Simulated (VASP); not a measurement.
# Ti in VASP: further runs, part 2 of 2

VASP 6.6.1. Earlier steps stand in the parts before.

## 5. Single point, PBEsol (strain -0.030 along x and y, +0.000 along z)

File INCAR:

```
SYSTEM = Ti
ALGO = Fast ; EDIFF = 1E-6
ENCUT = 520 ; GGA = PS
ISIF = 2 ; ISMEAR = 0
LASPH = .True. ; LCHARG = .False.
LREAL = .False. ; LWAVE = .False.
NBANDS = 12 ; NELM = 80
PREC = Accurate ; SIGMA = 0.15
```

File KPOINTS:

```
k-points
0
Gamma
  20 20 20
  0 0 0
```

File POSCAR:

```
Ti
1.0
   -1.5917700000      1.5917700000      1.6410000000
    1.5917700000     -1.5917700000      1.6410000000
    1.5917700000      1.5917700000     -1.6410000000
Ti
1
Direct
    0.0000000000      0.0000000000      0.0000000000
```

Potentials or basis: VASP PAW PBE potentials, release 64 (Ti_sv).

The run is started by

```console
cat potpaw_PBE.64/Ti_sv/POTCAR > POTCAR
mpirun -np 1 vasp_std > vasp.out
```

OUTCAR:

```text
SYSTEM = Ti
   EDIFF = 1E-6
   ENCUT = 520
   GGA = PS
   ISIF = 2
   ISMEAR = 0
   LASPH = .True.
   LREAL = .False.
   NELM = 80
   PREC = Accurate

 ion  position               nearest neighbor table
   1  0.000  0.000  0.000-

  LATTYP: Found a body centered tetragonal cell.
 ALAT       =     3.1835400000
 C/A-ratio  =     1.0309278351

  Lattice vectors:

 A1 = (  -1.5917700000,   1.5917700000,   1.6410000000)
 A2 = (   1.5917700000,  -1.5917700000,   1.6410000000)
 A3 = (   1.5917700000,   1.5917700000,  -1.6410000000)

Analysis of symmetry for initial positions (statically):
=====================================================================
 Subroutine PRICEL returns:
 Original cell was already a primitive cell.

 Routine SETGRP: Setting up the symmetry group for a
 body centered tetragonal supercell.

 Subroutine GETGRP returns: Found 16 space group operations
 (whereof 16 operations were pure point group operations)
 out of a pool of 16 trial point group operations.

The static configuration has the point symmetry D_4h.

Analysis of symmetry for dynamics (positions and initial velocities):
=====================================================================
 Subroutine PRICEL returns:
 Original cell was already a primitive cell.

 Routine SETGRP: Setting up the symmetry group for a
 body centered tetragonal supercell.

 Subroutine GETGRP returns: Found 16 space group operations
 (whereof 16 operations were pure point group operations)
 out of a pool of 16 trial point group operations.

The dynamic configuration has the point symmetry D_4h.

 Subroutine INISYM returns: Found 16 space group operations
 (whereof 16 operations are pure point group operations),
 and found     1 'primitive' translations

----------------------------------------------------------------------------------------

                                     Primitive cell
[... 111 lines left out ...]
  Fermi-wavevector in a.u.,A,eV,Ry     =   1.468336  2.774753 29.334314  2.156011
  Thomas-Fermi vector in A             =   2.583846
   LORBIT       =      0    0 simple, 1 ext, 2 COOP (PROOUT), +10 PAW based schemes
   GGA     = PS    functional components
   LHFCALC =     F    Hartree Fock is set to
   AEXX    =    0.0000 exact exchange contribution
   IVDW    =     0    specifies the selected vdW correction
   LEPSILON=     F    determine dielectric tensor
   LRPA    =     F    only Hartree local field effects (RPA)
 non-spin polarized calculation
 RMM-DIIS sequential band-by-band and
 Gauss-broadening in eV      SIGMA  =   0.15
  energy-cutoff  :      520.00
  volume of cell :       16.63
 maximum number of plane-waves:       474
 NGX is ok and might be reduce to    24
   NGX = 11   NGY = 11   NGZ = 11

 number of electron      11.9999999 magnetization

 Free energy of the ion-electron system (eV)
  ---------------------------------------------------
  ext. energy  EPLUGINS =         0.00000000
  ---------------------------------------------------
  free energy    TOTEN  =        -8.24799768 eV

  energy without entropy =       -8.22342377  energy(sigma->0) =       -8.23571072

 E-fermi :   8.4144     XC(G=0): -11.8402

 val. band max:        8.4139391305   @ k =  -0.1500   0.3500   0.0500
 cond. band min:       8.4156261455   @ k =  -0.4000  -0.4000   0.1500
 fundamental gap:      0.0016870150
 Fermi energy:         8.4144144834

 k-point     1 :       0.0000    0.0000    0.0000
  band No.  band energies     occupation
      1     -47.8012      2.00000
      2     -23.6973      2.00000
      3     -23.6973      2.00000
      4     -23.6957      2.00000
      5       2.3687      2.00000
      6       9.3644      0.00000
      7       9.3644      0.00000
      8       9.5880      0.00000
      9      11.1651      0.00000
     10      11.4272      0.00000
     11      25.7867      0.00000
     12      26.3318      0.00000
[... 331 lines left out ...]
 k-point    24 :      -0.3500    0.0500    0.0000
  band No.  band energies     occupation
      1     -47.6847      2.00000
      2     -24.2765      2.00000
      3     -23.8735      2.00000
      4     -23.7062      2.00000
      5       5.2384      2.00000
      6       8.3993      1.11354
      7       8.6767      0.01342
      8      10.9937      0.00000
      9      11.5781      0.00000
     10      11.8312      0.00000
     11      20.5464      0.00000
     12      23.4433      0.00000

 [... further k-points ...]
[... 5 lines left out ...]
  --------------------------------------------------------------------------------------
  -------------------------------------------------------------------------------------
  Total       -0.1089508     -0.1089508     -0.0478284      0.0000000      0.0000000      0.0000000
  in kB      -10.4957062    -10.4957062     -4.6075155      0.0000000      0.0000000      0.0000000
  external PRESSURE =      -8.5329760 kB  Pullay stress =       0.0000000 kB

 VOLUME and BASIS-vectors are now :
 -----------------------------------------------------------------------------
  energy-cutoff  :      520.00
  volume of cell :       16.63
      direct lattice vectors                 reciprocal lattice vectors
    -1.591770000  1.591770000  1.641000000     0.000000000  0.314115733  0.304692261
     1.591770000 -1.591770000  1.641000000     0.314115733  0.000000000  0.304692261
     1.591770000  1.591770000 -1.641000000     0.314115733  0.314115733  0.000000000

 POSITION                                       TOTAL-FORCE (eV/Angst)
 -----------------------------------------------------------------------------------
      0.00000      0.00000      0.00000        -0.000000     -0.000000      0.000000
 -----------------------------------------------------------------------------------
    total drift:                                0.000000      0.000000     -0.000000

  FREE ENERGIE OF THE ION-ELECTRON SYSTEM (eV)
  ---------------------------------------------------
  free  energy   TOTEN  =        -8.2479976781 eV

  energy  without entropy=       -8.2234237699  energy(sigma->0) =       -8.23571072
```

Run time: 73 s. Hardware: 1 thread of Intel Xeon 6975P-C (Granite Rapids), shared host; peak memory 0.24 GiB.

What came out:

| Quantity | Value |
| --- | --- |
| Free energy | -8.2480 eV |
| Pressure | -0.9 GPa |
| Band gap on the k mesh | zero (bands 6 and 7 overlap by 1.66 eV) |

Levels at points of the mesh, in eV from the Fermi level:
| k point | band 3 | band 4 | band 5 | band 6 | band 7 | band 8 | band 9 | band 10 |
| --- | --- | --- | --- | --- | --- | --- | --- | --- |
| (0.00, 0.00, 0.00) | -32.11 | -32.11 | -6.05 | 0.95 | 0.95 | 1.17 | 2.75 | 3.01 |
| (0.50, 0.00, 0.00) | -32.35 | -32.11 | -2.57 | -0.36 | 1.22 | 2.76 | 3.26 | 4.51 |
| (0.50, 0.50, 0.00) | -32.37 | -32.13 | -2.57 | -0.63 | 1.43 | 3.05 | 3.33 | 4.55 |
| (0.50, 0.50, 0.50) | -32.63 | -32.63 | -2.30 | -2.21 | 4.11 | 4.17 | 4.17 | 8.13 |

Caveat: the cell differs from its parent crystal (strain -0.030 along x and y, +0.000 along z); the PAW data sets were made with another functional, which shifts forces and pressure a little.

## 6. Summary

| cell | gap on the mesh (eV) | pressure (GPa) |
| --- | --- | --- |
| a = 2.885 Å, angles 109.5°, 1 atom | none | -10.5 |
| a = 2.871 Å, angles 109.1, 109.1, 110.3°, 1 atom | none | -9.4 |
| a = 2.886 Å, angles 108.3, 108.3, 111.9°, 1 atom | none | -10.4 |
| a = 2.786 Å, angles 110.3, 110.3, 107.8°, 1 atom | none | -0.9 |

Alike in all rows: task single point; level PBEsol; potentials or basis VASP PAW PBE potentials, release 64 (Ti_sv); no spin polarisation; k mesh 20 × 20 × 20; cutoff (eV) 520; smearing gaussian 0.15 eV.

Caveats: the PAW data sets were made with another functional, which shifts forces and pressure a little; the cell stands under tension (at least some runs).

Absolute energies hang on the potentials; compare differences alone.
